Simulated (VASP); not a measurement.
Runs of VASP 6.6.1 on TaN. The structure is that of space group P-6m2 (No. 187), or close to it. The cells are those of the table. 

| cell | gap on the mesh (eV) | pressure (GPa) |
| --- | --- | --- |
| a = 2.878, b = 2.878, c = 2.824 Å, angles 90.0, 90.0, 120.0°, 2 atoms | none | 14.2 |
| a = 2.996, b = 2.996, c = 2.940 Å, angles 90.0, 90.0, 120.0°, 2 atoms | none | (a) |
| a = 2.908, b = 2.908, c = 2.854 Å, angles 90.0, 90.0, 120.0°, 2 atoms | none | 1.2 |
| a = 2.967, b = 2.967, c = 2.912 Å, angles 90.0, 90.0, 120.0°, 2 atoms | none | -19.2 |

Alike in all rows: task single point; level LDA; potentials or basis VASP PAW LDA potentials, release 64 (Ta_pv, N); no spin polarisation; k mesh 11 × 11 × 10; cutoff (eV) 520; smearing fermi-dirac 0.1 eV.

Problem. Estimate the missing entries.

Solution. (a) -27.1.

Caveats: spin-orbit coupling is left out, which moves the levels of the heavy elements.

A k mesh can miss the band edges, and the runs leave out spin-orbit coupling on Ta.

A gap of «none» marks levels without a gap at the run's occupations.
